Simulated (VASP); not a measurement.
# Rb in VASP: a series of runs, part 2 of 2

VASP 6.6.1. Earlier steps stand in the parts before.

**5. Single point, PBE (94.12 Å³/atom)**

This run uses another cell than the first one, of 94.12 Å³/atom.

File INCAR:

```
ALGO = Fast
EDIFF = 1E-7
ENCUT = 520
GGA = PE
ISIF = 2
ISMEAR = 0
LASPH = True
LCHARG = True
LELF = True
LREAL = False
LVHAR = True
LWAVE = False
NBANDS = 16
NELM = 100
PREC = Accurate
SIGMA = 0.1
```

File KPOINTS:

```
k-points
0
Gamma
  12 12 8
```

File POSCAR:

```
Rb
1.0
    5.1147569931      0.0000000000      0.0000000000
   -2.5573784966      4.4295094902      0.0000000000
    0.0000000000      0.0000000000      8.3085107062
Rb
2
Direct
    0.6666666667      0.3333333333      0.2499780873
    0.3333333333      0.6666666667      0.7500219127
```

Potentials or basis: VASP PAW PBE potentials, release 64 (Rb_sv).

Run with:

```console
cat potpaw_PBE.64/Rb_sv/POTCAR > POTCAR
mpirun -np 1 vasp_std > vasp.out
```

OUTCAR:

```text
EDIFF = 1E-7
   ENCUT = 520
   GGA = PE
   ISIF = 2
   ISMEAR = 0
   LASPH = True
   LREAL = False
   NELM = 100
   PREC = Accurate

 ion  position               nearest neighbor table
   1  0.667  0.333  0.250-   2 5.10   2 5.10   2 5.10   2 5.10   2 5.10   2 5.10
   2  0.333  0.667  0.750-   1 5.10   1 5.10   1 5.10   1 5.10   1 5.10   1 5.10

  LATTYP: Found a hexagonal cell.
 ALAT       =     5.1147569931
 C/A-ratio  =     1.6244194431

  Lattice vectors:

 A1 = (   5.1147569931,   0.0000000000,   0.0000000000)
 A2 = (  -2.5573784966,   4.4295094902,   0.0000000000)
 A3 = (   0.0000000000,   0.0000000000,   8.3085107062)

Analysis of symmetry for initial positions (statically):
=====================================================================
 Subroutine PRICEL returns:
 Original cell was already a primitive cell.

 Routine SETGRP: Setting up the symmetry group for a
 hexagonal supercell.

 Subroutine GETGRP returns: Found 12 space group operations
 (whereof 12 operations were pure point group operations)
 out of a pool of 24 trial point group operations.

The static configuration has the point symmetry D_3d.

Analysis of symmetry for dynamics (positions and initial velocities):
=====================================================================
 Subroutine PRICEL returns:
 Original cell was already a primitive cell.

 Routine SETGRP: Setting up the symmetry group for a
 hexagonal supercell.

 Subroutine GETGRP returns: Found 12 space group operations
 (whereof 12 operations were pure point group operations)
 out of a pool of 24 trial point group operations.

The dynamic configuration has the point symmetry D_3d.

 Subroutine INISYM returns: Found 12 space group operations
 (whereof 12 operations are pure point group operations),
 and found     1 'primitive' translations

----------------------------------------------------------------------------------------
[... 113 lines left out ...]
     AMIX_MAG =   1.60;   BMIX_MAG =  1.00
  volume/ion in A,a.u.               =      94.12       635.14
  Fermi-wavevector in a.u.,A,eV,Ry     =   0.748625  1.414696  7.625243  0.560440
  Thomas-Fermi vector in A             =   1.844956
   LORBIT       =      0    0 simple, 1 ext, 2 COOP (PROOUT), +10 PAW based schemes
   GGA     = PE    functional components
   LHFCALC =     F    Hartree Fock is set to
   AEXX    =    0.0000 exact exchange contribution
   IVDW    =     0    specifies the selected vdW correction
   LEPSILON=     F    determine dielectric tensor
   LRPA    =     F    only Hartree local field effects (RPA)
 non-spin polarized calculation
 RMM-DIIS sequential band-by-band and
 Gauss-broadening in eV      SIGMA  =   0.10
  energy-cutoff  :      520.00
  volume of cell :      188.24
 maximum number of plane-waves:      5119
 NGX is ok and might be reduce to    40
   NGX = 19   NGY = 19   NGZ = 31

 number of electron      18.0000000 magnetization

 Free energy of the ion-electron system (eV)
  ---------------------------------------------------
  ext. energy  EPLUGINS =         0.00000000
  ---------------------------------------------------
  free energy    TOTEN  =        -1.87887097 eV

  energy without entropy =       -1.87080181  energy(sigma->0) =       -1.87483639

 E-fermi :  -0.0679     XC(G=0):  -5.3847

 val. band max:       -0.0951024260   @ k =   0.2500   0.0000   0.2500
 cond. band min:      -0.0610703809   @ k =   0.2500   0.2500   0.3750
 fundamental gap:      0.0340320451
 Fermi energy:        -0.0679105213

 k-point     1 :       0.0000    0.0000    0.0000
  band No.  band energies     occupation
      1     -28.9763      2.00000
      2     -28.9730      2.00000
      3     -13.1068      2.00000
      4     -13.0350      2.00000
      5     -13.0350      2.00000
      6     -13.0231      2.00000
[... 433 lines left out ...]
      3     -13.0972      2.00000
      4     -13.0497      2.00000
      5     -13.0410      2.00000
      6     -13.0394      2.00000
[... 8 lines left out ...]
     15       3.5209      0.00000
     16       3.8090      0.00000

 [... further k-points ...]

------------------------ aborting loop because EDIFF is reached ----------------------------------------

  FORCE on cell =-STRESS in cart. coord.  units (eV):
  Direction    XX          YY          ZZ          XY          YZ          ZX
  --------------------------------------------------------------------------------------
  -------------------------------------------------------------------------------------
  Total       -0.0876545     -0.0876545     -0.1024791      0.0000000      0.0000000     -0.0000000
  in kB       -0.7460728     -0.7460728     -0.8722521      0.0000000      0.0000000     -0.0000000
  external PRESSURE =      -0.7881326 kB  Pullay stress =       0.0000000 kB

 VOLUME and BASIS-vectors are now :
 -----------------------------------------------------------------------------
  energy-cutoff  :      520.00
  volume of cell :      188.24
      direct lattice vectors                 reciprocal lattice vectors
     5.114756993  0.000000000  0.000000000     0.195512710  0.112879316  0.000000000
    -2.557378497  4.429509490  0.000000000     0.000000000  0.225758631  0.000000000
     0.000000000  0.000000000  8.308510706     0.000000000  0.000000000  0.120358514

 POSITION                                       TOTAL-FORCE (eV/Angst)
 -----------------------------------------------------------------------------------
      2.55738      1.47650      2.07695         0.000000      0.000000      0.000129
     -0.00000      2.95301      6.23157        -0.000000     -0.000000     -0.000129
 -----------------------------------------------------------------------------------
    total drift:                                0.000000     -0.000000      0.000000

  FREE ENERGIE OF THE ION-ELECTRON SYSTEM (eV)
  ---------------------------------------------------
  free  energy   TOTEN  =        -1.8788709664 eV

  energy  without entropy=       -1.8708018126  energy(sigma->0) =       -1.87483639
```

OSZICAR:

```text
N       E                     dE             d eps       ncg     rms          rms(c)
DAV:   1     0.117382180832E+03    0.11738E+03   -0.68405E+03  4192   0.847E+02
DAV:   2     0.109590312975E+02   -0.10642E+03   -0.10282E+03  5696   0.181E+02
DAV:   3    -0.650514622869E+00   -0.11610E+02   -0.11529E+02  5672   0.588E+01
DAV:   4    -0.186909489575E+01   -0.12186E+01   -0.12182E+01  7312   0.129E+01
DAV:   5    -0.187540148961E+01   -0.63066E-02   -0.63062E-02  5856   0.116E+00    0.164E+00
RMM:   6    -0.187667778863E+01   -0.12763E-02   -0.35301E-03  4414   0.336E-01    0.998E-01
RMM:   7    -0.187861149205E+01   -0.19337E-02   -0.70374E-03  4593   0.448E-01    0.636E-02
RMM:   8    -0.187885383305E+01   -0.24234E-03   -0.50969E-04  5504   0.121E-01    0.920E-03
RMM:   9    -0.187886643396E+01   -0.12601E-04   -0.11630E-04  6809   0.444E-02    0.985E-03
RMM:  10    -0.187886958114E+01   -0.31472E-05   -0.22347E-05  7414   0.201E-02    0.619E-03
RMM:  11    -0.187887042275E+01   -0.84161E-06   -0.76747E-06  7356   0.108E-02    0.215E-03
RMM:  12    -0.187887069709E+01   -0.27434E-06   -0.28274E-06  6930   0.639E-03    0.104E-03
RMM:  13    -0.187887089669E+01   -0.19960E-06   -0.10732E-06  6358   0.428E-03    0.149E-03
RMM:  14    -0.187887096644E+01   -0.69756E-07   -0.52297E-07  5884   0.285E-03
   1 F= -.18788710E+01 E0= -.18748364E+01  d E =-.806915E-02
```

It took 9.4 min on 1 thread of Intel Xeon 8259CL, shared host; peak memory 0.52 GiB.

Results:

* Free energy: -1.8789 eV
* Pressure: -0.1 GPa
* Band gap on the k mesh: zero (bands 9 and 10 overlap by 2.33 eV)

**6. Single point, PBE (96.86 Å³/atom)**

This run uses another cell than the first one, of 96.86 Å³/atom.

File INCAR:

```
SYSTEM = Rb
ALGO = Fast ; EDIFF = 1E-6
ENCUT = 520 ; GGA = PE
ISIF = 2 ; ISMEAR = 0
LASPH = .True. ; LCHARG = .False.
LREAL = .False. ; LWAVE = .False.
NBANDS = 16 ; NELM = 80
PREC = Accurate ; SIGMA = 0.1
```

File KPOINTS:

```
k-points
0
Gamma
  12 12 8
  0 0 0
```

File POSCAR:

```
Rb
1.0
    5.1639403660      0.0000000000      0.0000000000
   -2.5819701830      4.4721035406      0.0000000000
    0.0000000000      0.0000000000      8.3884051334
Rb
2
Direct
    0.6666666667      0.3333333333      0.2499780873
    0.3333333333      0.6666666667      0.7500219127
```

Potentials or basis: VASP PAW PBE potentials, release 64 (Rb_sv).

Run with:

```console
cat potpaw_PBE.64/Rb_sv/POTCAR > POTCAR
mpirun -np 1 vasp_std > vasp.out
```

OUTCAR:

```text
SYSTEM = Rb
   EDIFF = 1E-6
   ENCUT = 520
   GGA = PE
   ISIF = 2
   ISMEAR = 0
   LASPH = .True.
   LREAL = .False.
   NELM = 80
   PREC = Accurate

 ion  position               nearest neighbor table
   1  0.667  0.333  0.250-   2 5.15   2 5.15   2 5.15   2 5.15   2 5.15   2 5.15
   2  0.333  0.667  0.750-   1 5.15   1 5.15   1 5.15   1 5.15   1 5.15   1 5.15

  LATTYP: Found a hexagonal cell.
 ALAT       =     5.1639403660
 C/A-ratio  =     1.6244194431

  Lattice vectors:

 A1 = (   5.1639403660,   0.0000000000,   0.0000000000)
 A2 = (  -2.5819701830,   4.4721035406,   0.0000000000)
 A3 = (   0.0000000000,   0.0000000000,   8.3884051334)

Analysis of symmetry for initial positions (statically):
=====================================================================
 Subroutine PRICEL returns:
 Original cell was already a primitive cell.

 Routine SETGRP: Setting up the symmetry group for a
 hexagonal supercell.

 Subroutine GETGRP returns: Found 12 space group operations
 (whereof 12 operations were pure point group operations)
 out of a pool of 24 trial point group operations.

The static configuration has the point symmetry D_3d.

Analysis of symmetry for dynamics (positions and initial velocities):
=====================================================================
 Subroutine PRICEL returns:
 Original cell was already a primitive cell.

 Routine SETGRP: Setting up the symmetry group for a
 hexagonal supercell.

 Subroutine GETGRP returns: Found 12 space group operations
 (whereof 12 operations were pure point group operations)
 out of a pool of 24 trial point group operations.

The dynamic configuration has the point symmetry D_3d.

 Subroutine INISYM returns: Found 12 space group operations
 (whereof 12 operations are pure point group operations),
 and found     1 'primitive' translations

----------------------------------------------------------------------------------------

[... 113 lines left out ...]
  volume/ion in A,a.u.               =      96.86       653.64
  Fermi-wavevector in a.u.,A,eV,Ry     =   0.741495  1.401222  7.480683  0.549815
  Thomas-Fermi vector in A             =   1.836149
   LORBIT       =      0    0 simple, 1 ext, 2 COOP (PROOUT), +10 PAW based schemes
   GGA     = PE    functional components
   LHFCALC =     F    Hartree Fock is set to
   AEXX    =    0.0000 exact exchange contribution
   IVDW    =     0    specifies the selected vdW correction
   LEPSILON=     F    determine dielectric tensor
   LRPA    =     F    only Hartree local field effects (RPA)
 non-spin polarized calculation
 RMM-DIIS sequential band-by-band and
 Gauss-broadening in eV      SIGMA  =   0.10
  energy-cutoff  :      520.00
  volume of cell :      193.72
 maximum number of plane-waves:      5275
 NGX is ok and might be reduce to    40
   NGX = 19   NGY = 19   NGZ = 31

 number of electron      18.0000000 magnetization

 Free energy of the ion-electron system (eV)
  ---------------------------------------------------
  ext. energy  EPLUGINS =         0.00000000
  ---------------------------------------------------
  free energy    TOTEN  =        -1.87506498 eV

  energy without entropy =       -1.86688557  energy(sigma->0) =       -1.87097527

 E-fermi :  -0.1290     XC(G=0):  -5.3173

 val. band max:       -0.1569273484   @ k =   0.2500   0.0000   0.2500
 cond. band min:      -0.1231204674   @ k =   0.2500   0.2500   0.3750
 fundamental gap:      0.0338068811
 Fermi energy:        -0.1289828410

 k-point     1 :       0.0000    0.0000    0.0000
  band No.  band energies     occupation
      1     -29.0536      2.00000
      2     -29.0508      2.00000
      3     -13.1780      2.00000
      4     -13.1134      2.00000
      5     -13.1134      2.00000
      6     -13.1026      2.00000
[... 433 lines left out ...]
      3     -13.1694      2.00000
      4     -13.1267      2.00000
      5     -13.1187      2.00000
      6     -13.1174      2.00000
[... 8 lines left out ...]
     15       3.4263      0.00000
     16       3.7147      0.00000

 [... further k-points ...]

------------------------ aborting loop because EDIFF is reached ----------------------------------------

  FORCE on cell =-STRESS in cart. coord.  units (eV):
  Direction    XX          YY          ZZ          XY          YZ          ZX
  --------------------------------------------------------------------------------------
  -------------------------------------------------------------------------------------
  Total       -0.1743648     -0.1743648     -0.1902406      0.0000000      0.0000000      0.0000000
  in kB       -1.4421051     -1.4421051     -1.5734076      0.0000000      0.0000000      0.0000000
  external PRESSURE =      -1.4858726 kB  Pullay stress =       0.0000000 kB

 VOLUME and BASIS-vectors are now :
 -----------------------------------------------------------------------------
  energy-cutoff  :      520.00
  volume of cell :      193.72
      direct lattice vectors                 reciprocal lattice vectors
     5.163940366  0.000000000  0.000000000     0.193650571  0.111804209  0.000000000
    -2.581970183  4.472103541  0.000000000     0.000000000  0.223608418  0.000000000
     0.000000000  0.000000000  8.388405133     0.000000000  0.000000000  0.119212173

 POSITION                                       TOTAL-FORCE (eV/Angst)
 -----------------------------------------------------------------------------------
      2.58197      1.49070      2.09692         0.000000      0.000000      0.000151
     -0.00000      2.98140      6.29149        -0.000000      0.000000     -0.000151
 -----------------------------------------------------------------------------------
    total drift:                                0.000000     -0.000000      0.000000

  FREE ENERGIE OF THE ION-ELECTRON SYSTEM (eV)
  ---------------------------------------------------
  free  energy   TOTEN  =        -1.8750649799 eV

  energy  without entropy=       -1.8668855689  energy(sigma->0) =       -1.87097527
```

Wall time 7.8 min (1 thread of Intel Xeon 8259CL, shared host); peak memory 0.52 GiB.

What came out:

- Free energy: -1.8751 eV
- Pressure: -0.1 GPa
- Band gap on the k mesh: zero (bands 9 and 10 overlap by 2.30 eV)

**7. The runs side by side**

| task | cell | cutoff (eV) | gap on the mesh (eV) | pressure (GPa) |
| --- | --- | --- | --- | --- |
| relaxation of shape and atoms at fixed volume | relaxed from a = 4.961, b = 4.961, c = 8.059 Å, angles 90.0, 90.0, 120.0°, 2 atoms | 600 | none | 0.2 |
| single point | a = 5.013, b = 5.013, c = 8.144 Å, angles 90.0, 90.0, 120.0°, 2 atoms | 520 | none | 0.1 |
| single point | a = 5.065, b = 5.065, c = 8.227 Å, angles 90.0, 90.0, 120.0°, 2 atoms | 520 | none | 0.0 |
| single point | a = 5.115, b = 5.115, c = 8.309 Å, angles 90.0, 90.0, 120.0°, 2 atoms | 520 | none | -0.1 |
| single point | a = 5.164, b = 5.164, c = 8.388 Å, angles 90.0, 90.0, 120.0°, 2 atoms | 520 | none | -0.1 |

Alike in all rows: level PBE; potentials or basis VASP PAW PBE potentials, release 64 (Rb_sv); no spin polarisation; k mesh 12 × 12 × 8; smearing gaussian 0.1 eV.

Caveats: the relaxation stopped at its first step, so nothing moved (at least some runs).

Absolute energies hang on the potentials; compare differences alone.
